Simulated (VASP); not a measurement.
Input of a VASP 6.6.1 run:

Contents of INCAR:

```
SYSTEM = V
PREC = Accurate ; ENCUT = 520
EDIFF = 1E-7 ; ISMEAR = -1
SIGMA = 0.05 ; LREAL = .False.
LASPH = .True. ; NELM = 80
ALGO = Normal ; ISIF = 2
LWAVE = .False. ; LCHARG = .True.
GGA = CA ; LELF = .True.
LVHAR = .True. ; NBANDS = 20
```

The input KPOINTS:

```
regular mesh
0
Gamma
  13 13 13
  0 0 0
```

Contents of POSCAR:

```
V
1.0
    0.0000000000      2.0483631790      2.0483631790
    2.0483631790      0.0000000000      2.0483631790
    2.0483631790      2.0483631790      0.0000000000
V
2
Direct
   -0.1250000000     -0.1250000000     -0.1250000000
    0.1250000000      0.1250000000      0.1250000000
```

Potentials or basis: VASP PAW LDA potentials, release 64 (V_sv).

Command:

```bash
$ cat potpaw_LDA.64/V_sv/POTCAR > POTCAR
$ mpirun -np 1 vasp_std > vasp.out
```

(1) What does it give for the band gap on the k mesh?

(2) Predict the pressure.

## Answers

(1) zero (bands 13 and 14 overlap by 2.68 eV).

(2) 271.1 GPa.

Caveat: atoms lie so close that the PAW spheres overlap strongly, which falsifies energies and pressures; the cell stands under pressure.
